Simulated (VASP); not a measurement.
The system is InAs3.

```
In As
1.0
     2.99450    0.00000    0.00000
    -1.49725    2.59331    0.00000
     0.00000    0.00000   11.17341
In As
1 3
Cartesian
  0.0000 0.0000 5.5867
  0.0000 0.0000 8.5015
  0.0000 0.0000 2.6720
  0.0000 0.0000 0.0000
```

The cell was built from a structure type or drawn by symmetry, and may not be a known phase.

* Program: VASP 6.6.1
* Task: relaxation of cell and atoms
* Functional: PBE
* Potentials or basis: VASP PAW PBE potentials, release 64 (In_d, As)
* Cutoff: 600 eV
* k mesh: 18 × 18 × 4
* Occupations: gaussian, width 0.1 eV
* Spin: no spin polarisation

At the start: pressure 0.1 GPa; volume 21.69 Å³/atom.

Q: How do energy, volume and symmetry change on relaxing?

A: Over 7 steps the energy falls by 4.2 meV/atom; space group P6/mmm (No. 191, to 0.1 Å) before and after.

Step by step:
```tsv
step	energy change (eV)	largest force (eV/Å)	pressure (GPa)	volume (Å³)
1	0.0000	0.1882	0.08	86.77
2	-0.0131	0.1225	0.05	86.90
3	-0.0131	0.1230	0.04	86.90
4	-0.0146	0.0954	-0.05	86.97
5	-0.0165	0.0076	-0.30	87.19
6	-0.0166	0.0138	0.26	86.44
7	-0.0169	0.0033	-0.01	86.79
```

Final structure:
```yaml
crystal:
  lattice:
    - [2.97827, 0.00000, 0.00000]
    - [-1.48914, 2.57926, 0.00000]
    - [0.00000, 0.00000, 11.29855]
  atoms:
    - { symbol: In, position: [0.00000, 0.00000, 0.50000] }
    - { symbol: As, position: [0.00000, 0.00000, 0.75744] }
    - { symbol: As, position: [0.00000, 0.00000, 0.24256] }
    - { symbol: As, position: [0.00000, 0.00000, 0.00000] }
```

Caveat: the highest band is partly filled, so the run has too few bands.
